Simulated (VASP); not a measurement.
# La2Ga (R-3m) in VASP: single point with PBE

Aim: the single point of La2Ga with PBE.

Program: VASP 6.6.1. These are calculated values, not measurements. Logs are shortened: lines on timing, memory, paths and dates and some standing lists are left out, and cuts for length are marked.

### 1 The cell of the first run

The structure is trigonal, space group R-3m (No. 166). Conventional cell: a = 4.065 Å, b = 4.065 Å, c = 20.143 Å, α = 90.00°, β = 90.00°, γ = 120.00°. Ga (site symmetry -3m) has 6 La at 2.80 Å within 3.7 Å. La (site symmetry 3m) has 3 Ga at 2.80 Å and 3 La at 3.84 Å within 3.9 Å.

### 2 Single point, PBE

Input file POSCAR:

```
La2Ga
1.0
    2.0322520000      3.5199600000      0.0000000000
   -2.0322520000      3.5199600000      0.0000000000
    0.0000000000     -2.3466400000      6.7142980000
Ga La
1 2
Direct
    0.0000000000      0.0000000000      0.0000000000
    0.2579300000      0.2579300000      0.7737900000
    0.7420700000      0.7420700000      0.2262100000
```

Input file INCAR.step1:

```
PREC = Accurate
ENCUT = 520
EDIFF = 1E-6
ISMEAR = -1
SIGMA = 0.1
LREAL = F
LASPH = T
NELM = 80
ALGO = Normal
ISIF = 2
LWAVE = F
LCHARG = T
LMAXMIX = 6
GGA = PE
NBANDS = 24
```

Input file KPOINTS.step1:

```
Automatic mesh
0
Gamma
  10 10 10
```

Input file INCAR.step2:

```
PREC = Accurate
ENCUT = 520
EDIFF = 1E-6
ISMEAR = -5
SIGMA = 0.1
LREAL = F
LASPH = T
NELM = 80
ALGO = Normal
ISIF = 2
LWAVE = F
LCHARG = F
LMAXMIX = 6
GGA = PE
LORBIT = 11
NEDOS = 1001
ICHARG = 11
```

Input file KPOINTS.step2:

```
Automatic mesh
0
Gamma
  15 15 15
```

Potentials or basis: VASP PAW PBE potentials, release 64 (Ga_d, La).

Run with:

```sh
$ cat potpaw_PBE.64/Ga_d/POTCAR potpaw_PBE.64/La/POTCAR > POTCAR
$ cp INCAR.step1 INCAR
$ cp KPOINTS.step1 KPOINTS
$ mpirun -np 1 vasp_std > vasp.out
$ cp INCAR.step2 INCAR
$ cp KPOINTS.step2 KPOINTS
$ mpirun -np 1 vasp_std > vasp.out
```

OUTCAR:

```text
PREC = Accurate
   ENCUT = 520
   EDIFF = 1E-6
   ISMEAR = -5
   LREAL = F
   LASPH = T
   NELM = 80
   ISIF = 2
   GGA = PE
   LORBIT = 11
   ICHARG = 11

 ion  position               nearest neighbor table
   1  0.000  0.000  0.000-   2 2.80   3 2.80   3 2.80   3 2.80   2 2.80   2 2.80
   2  0.258  0.258  0.774-   1 2.80   1 2.80   1 2.80
   3  0.742  0.742  0.226-   1 2.80   1 2.80   1 2.80

  LATTYP: Found a trigonal (rhomboedric) cell.
 ALAT       =     7.1125611173
 COS(alpha) =     0.8367199621

  Lattice vectors:

 A1 = (   2.0322520000,   1.1733200000,   6.7142980000)
 A2 = (  -2.0322520000,   1.1733200000,   6.7142980000)
 A3 = (   0.0000000000,  -2.3466400000,   6.7142980000)

Analysis of symmetry for initial positions (statically):
=====================================================================
 Subroutine PRICEL returns:
 Original cell was already a primitive cell.

 Routine SETGRP: Setting up the symmetry group for a
 trigonal (rhombohedral) supercell.

 Subroutine GETGRP returns: Found 12 space group operations
 (whereof 12 operations were pure point group operations)
 out of a pool of 12 trial point group operations.

The static configuration has the point symmetry D_3d.

Analysis of symmetry for dynamics (positions and initial velocities):
=====================================================================
 Subroutine PRICEL returns:
 Original cell was already a primitive cell.

 Routine SETGRP: Setting up the symmetry group for a
 trigonal (rhombohedral) supercell.

 Subroutine GETGRP returns: Found 12 space group operations
 (whereof 12 operations were pure point group operations)
 out of a pool of 12 trial point group operations.

The dynamic configuration has the point symmetry D_3d.

 Subroutine INISYM returns: Found 12 space group operations
 (whereof 12 operations are pure point group operations),
 and found     1 'primitive' translations

----------------------------------------------------------------------------------------

                                     Primitive cell

  volume of cell :      96.0607

  direct lattice vectors                    reciprocal lattice vectors
     2.032252000  3.519960000  0.000000000     0.246032480  0.142047069  0.049645299
    -2.032252000  3.519960000  0.000000000    -0.246032480  0.142047069  0.049645299
     0.000000000 -2.346640000  6.714298000     0.000000000  0.000000000  0.148935898

  length of vectors
     4.064500780  4.064500780  7.112560504     0.288399041  0.288399041  0.148935898

  position of ions in fractional coordinates (direct lattice)
     0.000000000  0.000000000  0.000000000
     0.257930000  0.257930000  0.773790000
     0.742070000  0.742070000  0.226210000

  ion indices of the primitive-cell ions
   primitive index   ion index
                 1           1
                 2           2
                 3           3

----------------------------------------------------------------------------------------

 KPOINTS: Automatic mesh

Automatic generation of k-mesh.
 Grid dimensions read from file:
 generate k-points for:   15   15   15

 Generating k-lattice:

  Cartesian coordinates                     Fractional coordinates (reciprocal lattice)
     0.016402165  0.009469805  0.003309687     0.066666667  0.000000000  0.000000000
    -0.016402165  0.009469805  0.003309687     0.000000000  0.066666667  0.000000000
     0.000000000  0.000000000  0.009929060     0.000000000  0.000000000  0.066666667

  Length of vectors
     0.019226603  0.019226603  0.009929060

  Shift w.r.t. Gamma in fractional coordinates (k-lattice)
     0.000000000  0.000000000  0.000000000

 TETIRR: Found   1695 inequivalent tetrahedra from    20250

 Subroutine IBZKPT returns following result:
 ===========================================

 Found    344 irreducible k-points:

 Following reciprocal coordinates:
            Coordinates               Weight
  0.000000  0.000000  0.000000      1.000000
  0.066667  0.000000  0.000000      6.000000
  0.133333  0.000000  0.000000      6.000000
  0.200000  0.000000  0.000000      6.000000
  0.266667  0.000000  0.000000      6.000000
  0.333333  0.000000 -0.000000      6.000000
[... 16 lines left out ...]
  0.133333  0.133333  0.000000      6.000000
  0.200000  0.133333  0.000000     12.000000
 [... further k-points ...]
   k-points           NKPTS =    344   k-points in BZ     NKDIM =    344   number of bands    NBANDS=     21
   number of dos      NEDOS =   1001   number of ions     NIONS =      3
   total plane-waves  NPLWV =  48600
   dimension x,y,z NGX =    30 NGY =   30 NGZ =   54
   dimension x,y,z NGXF=    60 NGYF=   60 NGZF=  108
   ions per type =               1   2
   NGX,Y,Z   is equivalent  to a cutoff of  12.27, 12.27, 12.62 a.u.
   NGXF,Y,Z  is equivalent  to a cutoff of  24.54, 24.54, 25.24 a.u.
 SYSTEM =  unknown system
   PREC   = accura    normal or accurate (medium, high low for compatibility)
   ISTART =      0    job   : 0-new  1-cont  2-samecut
   ICHARG =     11    charge: 1-file 2-atom 10-const
   ISPIN  =      1    spin polarized calculation?
   LNONCOLLINEAR =      F non collinear calculations
   LSORBIT =      F    spin-orbit coupling
   LASPH  =      T    aspherical Exc in radial PAW
   ENCUT  =  520.0 eV  38.22 Ry    6.18 a.u.   7.56  7.56 13.22*2*pi/ulx,y,z
   NELM   =     80;   NELMIN=  2; NELMDL=  0     # of ELM steps
   EDIFF  = 0.1E-05   stopping-criterion for ELM
   LREAL  =      F    real-space projection
   EDIFFG = 0.1E-04   stopping-criterion for IOM
   NSW    =      0    number of steps for IOM
   IBRION =     -1    ionic relax: 0-MD 1-quasi-New 2-CG
   NFREE  =      0    steps in history (QN), initial steepest desc. (CG)
   ISIF   =      2    stress and relaxation
   ISYM   =      2    0-nonsym 1-usesym 2-fastsym
   POTIM  = 0.5000    time-step for ionic-motion
   TEBEG  =    0.0;   TEEND  =   0.0 temperature during run
   PSTRESS=    0.0 pullay stress
   NELECT =      35.0000    total number of electrons
   NUPDOWN=      -1.0000    fix difference up-down
   EMIN   =  10.00;   EMAX   =-10.00  energy-range for DOS
   EFERMI =   0.00;   METHOD = LEGACY
   ISMEAR =    -5;   SIGMA  =   0.10  broadening in eV -4-tet -1-fermi 0-gaus
   EFERMI_NEDOS =   21; number of points for ismear=-14 and -15
   IALGO  =     38    algorithm
   IMIX   =      4    mixing-type and parameters
     AMIX     =   0.40;   BMIX     =  1.00
     AMIX_MAG =   1.60;   BMIX_MAG =  1.00
  volume/ion in A,a.u.               =      32.02       216.08
  Fermi-wavevector in a.u.,A,eV,Ry     =   1.169272  2.209604 18.601844  1.367197
  Thomas-Fermi vector in A             =   2.305747
   LORBIT       =     11    0 simple, 1 ext, 2 COOP (PROOUT), +10 PAW based schemes
   GGA     = PE    functional components
   LHFCALC =     F    Hartree Fock is set to
   AEXX    =    0.0000 exact exchange contribution
   IVDW    =     0    specifies the selected vdW correction
   LEPSILON=     F    determine dielectric tensor
   LRPA    =     F    only Hartree local field effects (RPA)
 non-spin polarized calculation
 Fermi weights with tetrahedron method with Bloechl corrections
  energy-cutoff  :      520.00
  volume of cell :       96.06
 maximum number of plane-waves:      2613

 number of electron      34.9999991 magnetization

 Free energy of the ion-electron system (eV)
  ---------------------------------------------------
  ext. energy  EPLUGINS =         0.00000000
  ---------------------------------------------------
  free energy    TOTEN  =       -12.05157245 eV

  energy without entropy =      -12.05157245  energy(sigma->0) =      -12.05157245

 E-fermi :   6.8398     XC(G=0):  -9.4615

 val. band max:        6.8366176495   @ k =  -0.3333  -0.4667   0.0667
 cond. band min:       6.7702667348   @ k =   0.4000   0.0000   0.1333
 fundamental gap:     -0.0663509147
 Fermi energy:         6.8398272120

 k-point     1 :       0.0000    0.0000    0.0000
  band No.  band energies     occupation
      1     -25.6016      2.00000
      2     -25.4993      2.00000
      3      -9.9291      2.00000
      4      -9.3313      2.00000
      5      -9.3313      2.00000
      6      -9.0555      2.00000
[... 13 lines left out ...]
     20       8.1946      0.00000
     21       8.3317      0.00000

 k-point     2 :       0.0667    0.0000    0.0000
  band No.  band energies     occupation
      1     -25.5981      2.00000
      2     -25.4981      2.00000
      3      -9.9173      2.00000
      4      -9.3529      2.00000
      5      -9.3335      2.00000
      6      -9.0910      2.00000
[... 13 lines left out ...]
     20       8.2276      0.00000
     21       8.3510      0.00000

 k-point     3 :       0.1333    0.0000    0.0000
  band No.  band energies     occupation
      1     -25.5881      2.00000
      2     -25.4946      2.00000
      3      -9.8841      2.00000
      4      -9.4100      2.00000
      5      -9.3395      2.00000
      6      -9.1872      2.00000
[... 13 lines left out ...]
     20       8.3427      0.00000
     21       8.5335      0.00000
[... 457 lines left out ...]
 k-point    23 :       0.1333    0.1333    0.0000
  band No.  band energies     occupation
      1     -25.5874      2.00000
      2     -25.4953      2.00000
      3      -9.8787      2.00000
      4      -9.4073      2.00000
      5      -9.3421      2.00000
      6      -9.1936      2.00000
[... 13 lines left out ...]
     20       8.3054      0.00000
     21       8.3224      0.00000

 k-point    24 :       0.2000    0.1333    0.0000
  band No.  band energies     occupation
      1     -25.5779      2.00000
      2     -25.4925      2.00000
      3      -9.8488      2.00000
      4      -9.4543      2.00000
      5      -9.3512      2.00000
      6      -9.2714      2.00000
[... 13 lines left out ...]
     20       8.1961      0.00000
     21       8.3729      0.00000

 [... further k-points ...]

------------------------ aborting loop because EDIFF is reached ----------------------------------------

  FORCE on cell =-STRESS in cart. coord.  units (eV):
  Direction    XX          YY          ZZ          XY          YZ          ZX
  --------------------------------------------------------------------------------------
  -------------------------------------------------------------------------------------
  Total        7.5146606      7.5146447      7.8187683      0.0000000      0.0000000      0.0000000
  in kB      125.3354881    125.3352234    130.4076377      0.0000000      0.0000000      0.0000000
  external PRESSURE =     127.0261164 kB  Pullay stress =       0.0000000 kB

 VOLUME and BASIS-vectors are now :
 -----------------------------------------------------------------------------
  energy-cutoff  :      520.00
  volume of cell :       96.06
      direct lattice vectors                 reciprocal lattice vectors
     2.032252000  3.519960000  0.000000000     0.246032480  0.142047069  0.049645299
    -2.032252000  3.519960000  0.000000000    -0.246032480  0.142047069  0.049645299
     0.000000000 -2.346640000  6.714298000     0.000000000  0.000000000  0.148935898

 POSITION                                       TOTAL-FORCE (eV/Angst)
 -----------------------------------------------------------------------------------
      0.00000      0.00000      0.00000         0.000000     -0.000000      0.000000
      0.00000      0.00000      5.19546         0.000000     -0.000000     -2.282535
      0.00000      4.69328      1.51884         0.000000      0.000000      2.282535
 -----------------------------------------------------------------------------------
    total drift:                               -0.000000      0.000000     -0.000000

  FREE ENERGIE OF THE ION-ELECTRON SYSTEM (eV)
  ---------------------------------------------------
  free  energy   TOTEN  =       -12.0515724497 eV

  energy  without entropy=      -12.0515724497  energy(sigma->0) =      -12.05157245

 total charge

# of ion       s       p       d       f       tot
--------------------------------------------------
    1        1.062   1.031   9.929   0.000  12.022
    2        2.053   5.581   0.942   0.111   8.688
    3        2.053   5.581   0.942   0.111   8.688
--------------------------------------------------
tot          5.169  12.194  11.814   0.223  29.399
```

Wall time 21 min (1 thread of Oxide Virtual Turin-like, shared host); peak memory 0.81 GiB.

What came out:

| Quantity | Value |
| --- | --- |
| Valence electrons inside the program's atomic spheres | Ga 12.02; La 8.69 |

Caveat: spin-orbit coupling is left out, which moves the levels of the heavy elements; tetrahedron occupations give inexact forces and stress in metals.
